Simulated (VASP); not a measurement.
Set up this calculation in VASP 6.6.1, as the native input.

```
Task                   : single point
Functional             : r2SCAN
Potentials or basis    : VASP PAW PBE potentials, release 64 (Al)
Cutoff                 : 550 eV
k mesh                 : 9 × 9 × 5
Occupations            : fermi-dirac, width 0.05 eV
Spin                   : no spin polarisation
Dipole correction      : no
Further INCAR settings : ALGO = Normal; EDIFF = 1e-06; NBANDS = 10
```

Crystal: Al.

```
CELL_PARAMETERS angstrom
2.81245 0.00000 0.00000
-1.40623 2.43566 0.00000
0.00000 0.00000 4.86685
ATOMIC_POSITIONS crystal
Al 0.66667 0.33333 0.75000
Al 0.33333 0.66667 0.25000
```

One way to write it, as run:

POSCAR

```
Al
1.0
    2.8124550000      0.0000000000      0.0000000000
   -1.4062275000      2.4356574770      0.0000000000
    0.0000000000      0.0000000000      4.8668500000
Al
2
Direct
    0.6666666667      0.3333333333      0.7500000000
    0.3333333333      0.6666666667      0.2500000000
```

INCAR.step1

```
  PREC = Accurate
  ENCUT = 550
  ISMEAR = -1
  SIGMA = 0.05
  LREAL = F
  LASPH = T
  NELM = 120
  NBANDS = 10
  GGA = PE
  ALGO = Normal
  EDIFF = 1E-5
  LWAVE = T
  LCHARG = F
  GGA_COMPAT = F
```

INCAR.step2

```
  PREC = Accurate
  ENCUT = 550
  EDIFF = 1E-6
  ISMEAR = -1
  SIGMA = 0.05
  LREAL = F
  LASPH = T
  NELM = 120
  ALGO = Normal
  ISIF = 2
  LWAVE = F
  LCHARG = T
  METAGGA = R2SCAN
  LMIXTAU = T
  LELF = T
  LVHAR = T
  NBANDS = 10
  ISTART = 1
  GGA_COMPAT = F
```

KPOINTS

```
Automatic mesh
0
Gamma
  9 9 5
```

Potentials or basis: VASP PAW PBE potentials, release 64 (Al).

Command:

```sh
$ cat potpaw_PBE.64/Al/POTCAR > POTCAR
$ cp INCAR.step1 INCAR
$ mpirun -np 1 vasp_std > vasp.out
$ cp INCAR.step2 INCAR
$ mpirun -np 1 vasp_std > vasp.out
```

It gave:

- Pressure: -3.0 GPa
- Band gap on the k mesh: zero (band 3 reaches 10.21 eV, above the bottom of band 4 at 5.34 eV)

Caveat: the PAW data sets were made with another functional, which shifts forces and pressure a little.

Run time: 22 s on 1 thread of Intel(R) Xeon(R) Platinum 8488C (Sapphire Rapids) (shared host), peak memory 0.16 GiB.
